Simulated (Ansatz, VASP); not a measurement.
Two plane-wave programs on Hf

```
Hf
1.0
     0.00000    1.71932    1.71932
     1.71932    0.00000    1.71932
     1.71932    1.71932    0.00000
Hf
1
Direct
  0.00000 0.00000 0.00000
```

Change from the starting cell: volume scaled by 0.45, PAW files.

Alike in both runs: task single point; functional PBE; k mesh 16 × 16 × 16; occupations fermi-dirac, width 0.1 eV; no spin polarisation.

|  | VASP | Ansatz |
| --- | --- | --- |
| version | VASP 6.6.1 | Ansatz 0.2.0 |
| potentials or method | VASP PAW PBE potentials, release 64 (Hf_pv) | PAW with Ansatz's default frozen-core files, scalar-relativistic |
| plane-wave cutoff (eV) | 520 | 420 |
| valence electrons in the cell | 10 | 26 |

```tsv
	VASP	Ansatz	Ansatz less VASP
pressure (GPa)	327.9	335.0	+7.07
```

Both programs put the cell under a high pressure, so it lies far from rest at this level. VASP's potentials hold 10 valence electrons a cell and Ansatz's 26, so a difference there can come from the potentials and not from the codes.

Spin-orbit coupling is off throughout. Noted on VASP's run: the cell as given lies far from equilibrium.
